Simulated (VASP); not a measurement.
A run of VASP 6.6.1 is set up as follows.

INCAR

```
PREC = Accurate
ENCUT = 500
EDIFF = 1E-6
ISMEAR = 0
SIGMA = 0.15
LREAL = False
LASPH = True
NELM = 120
ALGO = Normal
ISIF = 2
LWAVE = False
LCHARG = False
GGA = PS
NBANDS = 14
GGA_COMPAT = False
```

File KPOINTS:

```
Automatic mesh
0
Gamma
  24 24 14
```

File POSCAR:

```
TiAl
1.0
    2.8018806494      0.0000000000      0.0000000000
   -1.4009403247      2.4264998208      0.0000000000
    0.0000000000      0.0000000000      4.7726872940
Ti Al
1 1
Direct
    0.0000000000      0.0000000000      0.0000000000
    0.3333333333      0.6666666667      0.5000000000
```

Potentials or basis: VASP PAW PBE potentials, release 64 (Ti_sv, Al).

Run with:

```console
$ cat potpaw_PBE.64/Ti_sv/POTCAR potpaw_PBE.64/Al/POTCAR > POTCAR
$ mpirun -np 1 vasp_std > vasp.out
```

Task: What does it give for the band gap on the k mesh?

Result: Zero (an odd number of electrons rules out a gap without spin polarisation).

Task: Predict the pressure.

Result: -0.4 GPa.

Stress tensor (GPa, compression positive):
```
 2.23  0.00  0.00
 0.00  2.23  0.00
 0.00  0.00 -5.71
```

Caveat: the stress differs along the axes, from -6 to 2 GPa; the PAW data sets were made with another functional, which shifts forces and pressure a little.
